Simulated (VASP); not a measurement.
A run of VASP 6.6.1:

Contents of INCAR:

```
PREC     = Accurate       # precision mode
ENCUT    = 520            # plane-wave cutoff, eV
EDIFF    = 1E-7           # SCF threshold, eV
ISMEAR   = 0              # smearing method
SIGMA    = 0.2            # smearing width, eV
LREAL    = False          # projectors in reciprocal space
LASPH    = True           # aspherical terms in the spheres
NELM     = 100            # most SCF steps
ALGO     = Normal         # electronic algorithm
ISIF     = 2              # what is computed and relaxed
LWAVE    = False          # write WAVECAR
LCHARG   = False          # write CHGCAR
GGA      = PE             # functional
NBANDS   = 39             # bands
```

The input KPOINTS:

```
regular mesh
0
Gamma
  6 6 2
```

Contents of POSCAR:

```
Al3Ga3N2
1.0
    2.9123718054      0.0000000000      0.0000000000
   -1.4561859027      2.5221879687      0.0000000000
    0.0000000000      0.0000000000     14.4681463498
Al Ga N
3 3 2
Direct
    0.3333333333      0.6666666667      0.8350793609
    0.6666666667      0.3333333333      0.1649206391
    0.0000000000      0.0000000000      0.0000000000
    0.3333333333      0.6666666667      0.3253356353
    0.0000000000      0.0000000000      0.5000000000
    0.6666666667      0.3333333333      0.6746643647
    0.6666666667      0.3333333333      0.9193356727
    0.3333333333      0.6666666667      0.0806643273
```

Potentials or basis: VASP PAW PBE potentials, release 64 (Al, Ga_d, N).

Run with:

```console
$ cat potpaw_PBE.64/Al/POTCAR potpaw_PBE.64/Ga_d/POTCAR potpaw_PBE.64/N/POTCAR > POTCAR
$ mpirun -np 1 vasp_std > vasp.out
```

Hardware: 1 thread of Intel(R) Xeon(R) 6975P-C (Granite Rapids), with other jobs on the host.

**Question.** How long does it take, and how much memory?

**Answer.** It took 43 s on 1 thread of Intel(R) Xeon(R) 6975P-C (Granite Rapids), on a shared host, peak memory 0.25 GiB. Counts: scf iterations 17, k points 14.
